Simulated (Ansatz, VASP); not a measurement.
## Two plane-wave programs on SnTe

File INCAR:

```
SYSTEM = SnTe
ALGO = Normal ; EDIFF = 1E-6
ENCUT = 520 ; ISIF = 2
ISMEAR = 0 ; LASPH = .TRUE.
LCHARG = .FALSE. ; LREAL = .FALSE.
LWAVE = .FALSE. ; NBANDS = 17
NELM = 80 ; PREC = Accurate
SIGMA = 0.03
```

The input KPOINTS:

```
k-points
0
G
  10 10 10
  0 0 0
```

The input POSCAR:

```
SnTe
1.0
   -0.1509100832      3.0828774132      3.0828774132
    3.0828774132     -0.1509100832      3.0828774132
    3.0828774132      3.0828774132     -0.1509100832
Sn Te
1 1
Direct
    0.0000000000      0.0000000000      0.0000000000
    0.5000000000      0.5000000000      0.5000000000
```

Input for Ansatz:

```yaml
crystal:
  lattice:
    - [-0.1509100832, 3.0828774132, 3.0828774132]
    - [3.0828774132, -0.1509100832, 3.0828774132]
    - [3.0828774132, 3.0828774132, -0.1509100832]
  atoms:
    - { symbol: Sn, position: [0.0, 0.0, 0.0] }
    - { symbol: Te, position: [0.5, 0.5, 0.5] }
basis:
  ecutwfc: 420
kpoints:
  mp_grid: { grid: [10, 10, 10] }
hamiltonian:
  xc: lda
scf:
  occupations: { method: gaussian, width: 0.03 }
output:
  forces: true
  stress: true
  eigenvalues: true
```

Alike in both runs: task single point; functional LDA; k mesh 10 × 10 × 10; occupations gaussian, width 0.03 eV; no spin polarisation.

|  | VASP | Ansatz |
| --- | --- | --- |
| version | VASP 6.6.1 | Ansatz 0.2.0 |
| potentials or method | VASP PAW LDA potentials, release 64 (Sn_d, Te), cutoff 520 eV | scalar-relativistic, plane waves, PAW |
| valence electrons in the cell | 20 | 30 |

Ansatz gave:

```
gap on the k mesh at the Fermi level (eV)                     : none
pressure (GPa)                                                : -1.8
traceless stress, the component that is largest in VASP (GPa) : 0.78
```

Q: What did VASP give for the same quantities?

A: gap on the k mesh at the Fermi level (eV): none; pressure (GPa): -1.7; traceless stress, the component that is largest in VASP (GPa): 0.78.

LDA's correlation is that of Perdew and Zunger in VASP and of Perdew and Wang (1992) in Ansatz. A gap of «none» marks a metal or a gap that the smearing closes. VASP's potentials hold 20 valence electrons a cell and Ansatz's 30, so a difference there can come from the potentials and not from the codes.

Spin-orbit coupling is off throughout.
